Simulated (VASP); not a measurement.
# Ni (Im-3m) in VASP: notebook, part 2 of 3

VASP 6.6.1.

## (4) Single point, BLYP, collinear spin, ferromagnetic start (volume scaled by 0.88)

File INCAR:

```
PREC = Accurate
ENCUT = 520
EDIFF = 1E-6
ISMEAR = -1
SIGMA = 0.05
LREAL = F
LASPH = T
NELM = 150
ALGO = Normal
ISIF = 2
LWAVE = F
LCHARG = T
ISPIN = 2
MAGMOM = 0.589
LORBIT = 11
LMAXMIX = 4
GGA = B5
ALDAX = 1.0
AGGAX = 1.0
AGGAC = 1.0
ALDAC = 0.0
LELF = T
LVHAR = T
NBANDS = 15
```

File KPOINTS:

```
Automatic mesh
0
Gamma
  17 17 17
```

File POSCAR:

```
Ni
1.0
   -1.3645426516      1.3645426516      1.3645426516
    1.3645426516     -1.3645426516      1.3645426516
    1.3645426516      1.3645426516     -1.3645426516
Ni
1
Direct
    0.0000000000      0.0000000000      0.0000000000
```

Potentials or basis: VASP PAW PBE potentials, release 64 (Ni).

Launch:

```
cat potpaw_PBE.64/Ni/POTCAR > POTCAR
mpirun -np 1 vasp_std > vasp.out
```

OUTCAR:

```text
PREC = Accurate
   ENCUT = 520
   EDIFF = 1E-6
   ISMEAR = -1
   LREAL = F
   LASPH = T
   NELM = 150
   ISIF = 2
   ISPIN = 2
   LORBIT = 11
   GGA = B5

 ion  position               nearest neighbor table
   1  0.000  0.000  0.000-

  LATTYP: Found a body centered cubic cell.
 ALAT       =     2.7290853032

  Lattice vectors:

 A1 = (  -1.3645426516,   1.3645426516,   1.3645426516)
 A2 = (   1.3645426516,  -1.3645426516,   1.3645426516)
 A3 = (   1.3645426516,   1.3645426516,  -1.3645426516)

Analysis of symmetry for initial positions (statically):
=====================================================================
 Subroutine PRICEL returns:
 Original cell was already a primitive cell.

 Routine SETGRP: Setting up the symmetry group for a
 body centered cubic supercell.

 Subroutine GETGRP returns: Found 48 space group operations
 (whereof 48 operations were pure point group operations)
 out of a pool of 48 trial point group operations.

The static configuration has the point symmetry O_h .

Analysis of symmetry for dynamics (positions and initial velocities):
=====================================================================
 Subroutine PRICEL returns:
 Original cell was already a primitive cell.

 Routine SETGRP: Setting up the symmetry group for a
 body centered cubic supercell.

 Subroutine GETGRP returns: Found 48 space group operations
 (whereof 48 operations were pure point group operations)
 out of a pool of 48 trial point group operations.

The dynamic configuration has the point symmetry O_h .

Analysis of structural, dynamic, and magnetic symmetry:
=====================================================================
 Subroutine PRICEL returns:
 Original cell was already a primitive cell.

 Routine SETGRP: Setting up the symmetry group for a
 body centered cubic supercell.

 Subroutine GETGRP returns: Found 48 space group operations
 (whereof 48 operations were pure point group operations)
 out of a pool of 48 trial point group operations.

The overall configuration has the point symmetry O_h .

 Subroutine INISYM returns: Found 48 space group operations
 (whereof 48 operations are pure point group operations),
[... 160 lines left out ...]
      8      38.2279      0.00000
      9      38.2279      0.00000
     10      43.6119      0.00000
     11      43.6119      0.00000
     12      44.6778      0.00000
     13      44.6778      0.00000
     14      44.6778      0.00000
[... 403 lines left out ...]
      4       9.5064      1.00000
      5       9.9761      1.00000
      6      10.3232      0.99949
      7      26.8971      0.00000
      8      27.6721      0.00000
      9      33.5143      0.00000
     10      38.6392      0.00000
     11      42.1228      0.00000
     12      45.7445      0.00000
     13      49.0242      0.00000
     14      52.1822      0.00000
     15      54.2381      0.00000

 [... further k-points ...]

 spin component 2

 k-point     1 :       0.0000    0.0000    0.0000
  band No.  band energies     occupation
      1       1.5170      1.00000
      2       8.8403      1.00000
      3       8.8404      1.00000
      4       8.8404      1.00000
      5      10.1902      0.99996
      6      10.1902      0.99996
      7      38.1772      0.00000
      8      38.1772      0.00000
      9      38.1772      0.00000
     10      43.5750      0.00000
     11      43.5750      0.00000
     12      44.8127      0.00000
     13      44.8127      0.00000
     14      44.8127      0.00000
[... 403 lines left out ...]
      4       9.8933      1.00000
      5      10.3767      0.99852
      6      10.8210      0.08550
      7      27.0002      0.00000
      8      27.7786      0.00000
      9      33.5917      0.00000
     10      38.6500      0.00000
     11      42.1856      0.00000
     12      45.7851      0.00000
     13      49.1257      0.00000
     14      52.1995      0.00000
     15      54.3925      0.00000

 [... further k-points ...]

------------------------ aborting loop because EDIFF is reached ----------------------------------------

  FORCE on cell =-STRESS in cart. coord.  units (eV):
  Direction    XX          YY          ZZ          XY          YZ          ZX
  --------------------------------------------------------------------------------------
  -------------------------------------------------------------------------------------
  Total        1.7975617      1.7975617      1.7975617      0.0000000     -0.0000000      0.0000000
  in kB      283.3825240    283.3825240    283.3825240      0.0000000     -0.0000000      0.0000000
  external PRESSURE =     283.3825240 kB  Pullay stress =       0.0000000 kB

 VOLUME and BASIS-vectors are now :
 -----------------------------------------------------------------------------
  energy-cutoff  :      520.00
  volume of cell :       10.16
      direct lattice vectors                 reciprocal lattice vectors
    -1.364542652  1.364542652  1.364542652     0.000000000  0.366423138  0.366423138
     1.364542652 -1.364542652  1.364542652     0.366423138  0.000000000  0.366423138
     1.364542652  1.364542652 -1.364542652     0.366423138  0.366423138  0.000000000

 POSITION                                       TOTAL-FORCE (eV/Angst)
 -----------------------------------------------------------------------------------
      0.00000      0.00000      0.00000         0.000000      0.000000     -0.000000
 -----------------------------------------------------------------------------------
    total drift:                                0.000000      0.000000      0.000000

  FREE ENERGIE OF THE ION-ELECTRON SYSTEM (eV)
  ---------------------------------------------------
  free  energy   TOTEN  =        -4.4200181990 eV

  energy  without entropy=       -4.4082502135  energy(sigma->0) =       -4.41413421

 total charge

# of ion       s       p       d       tot
------------------------------------------
    1        0.523   0.534   8.427   9.483

 magnetization (x)

# of ion       s       p       d       tot
------------------------------------------
    1       -0.004  -0.013   0.454   0.437
```

OSZICAR:

```text
N       E                     dE             d eps       ncg     rms          rms(c)
DAV:   1     0.349492493711E+02    0.34949E+02   -0.41941E+03 10476   0.875E+02
DAV:   2    -0.382472685217E+01   -0.38774E+02   -0.36221E+02 11062   0.166E+02
DAV:   3    -0.525246213533E+01   -0.14277E+01   -0.14126E+01 12371   0.312E+01
DAV:   4    -0.525969665721E+01   -0.72345E-02   -0.72334E-02 11987   0.213E+00
DAV:   5    -0.525976003111E+01   -0.63374E-04   -0.63373E-04 12671   0.178E-01    0.968E+00
DAV:   6    -0.464781333121E+01    0.61195E+00   -0.95475E+00 13771   0.343E+01    0.473E+00
DAV:   7    -0.443812093413E+01    0.20969E+00   -0.14902E+00 12688   0.125E+01    0.206E+00
DAV:   8    -0.442151974844E+01    0.16601E-01   -0.21413E-02 13583   0.950E-01    0.764E-01
DAV:   9    -0.442026607613E+01    0.12537E-02   -0.83345E-04 15967   0.181E-01    0.226E-01
DAV:  10    -0.442000729065E+01    0.25879E-03   -0.38052E-04 15909   0.112E-01    0.339E-02
DAV:  11    -0.442001781093E+01   -0.10520E-04   -0.19532E-05 12916   0.355E-02    0.856E-03
DAV:  12    -0.442001819898E+01   -0.38805E-06   -0.19125E-06 11604   0.141E-02
   1 F= -.44200182E+01 E0= -.44141342E+01  d E =-.117680E-01  mag=     0.4360
```

stdout:

```text
POSCAR found type information on POSCAR Ni
 POSCAR found :  1 types and       1 ions
 scaLAPACK will be used
 -----------------------------------------------------------------------------
|                                                                             |
|                                                                             |
|     You enforced a specific xc type in the INCAR file but a different       |
|     I HOPE YOU KNOW WHAT YOU ARE DOING!                                     |
|                                                                             |
 -----------------------------------------------------------------------------

 LDA part: xc-table for (Slater(with rela. corr.)+VWN5), standard interpolation
 POSCAR, INCAR and KPOINTS ok, starting setup
 FFT: planning ... GRIDC
 FFT: planning ... GRID_SOFT
 FFT: planning ... GRID
 WAVECAR not read
 entering main loop
```

Wall time 36 s (1 thread of Intel Xeon Platinum 8124M at 3.00GHz (Skylake/Cascade Lake), shared host); peak memory 0.15 GiB.

Results:

```
Free energy                                           : -4.4200 eV
Pressure                                              : 28.3 GPa
Net moment                                            : 0.44 μB per cell
Site moments                                          : Ni +0.44 μB
Valence electrons inside the program's atomic spheres : Ni 9.48
```

Levels at points of the mesh, in eV from the Fermi level:
Spin up:
| k point | band 1 | band 2 | band 3 | band 4 | band 5 | band 6 | band 7 | band 8 | band 9 | band 10 |
| --- | --- | --- | --- | --- | --- | --- | --- | --- | --- | --- |
| (0.00, 0.00, 0.00) | -9.19 | -2.40 | -2.40 | -2.40 | -0.85 | -0.85 | 27.53 | 27.53 | 27.53 | 32.91 |
Spin down:
```
           k point  band 1  band 2  band 3  band 4  band 5  band 6  band 7  band 8  band 9  band 10
(0.00, 0.00, 0.00)   -9.19   -1.86   -1.86   -1.86   -0.51   -0.51   27.47   27.47   27.47    32.87
```

Caveat: the PAW data sets were made with another functional, which shifts forces and pressure a little.

(Continued in part 3 of 3.)
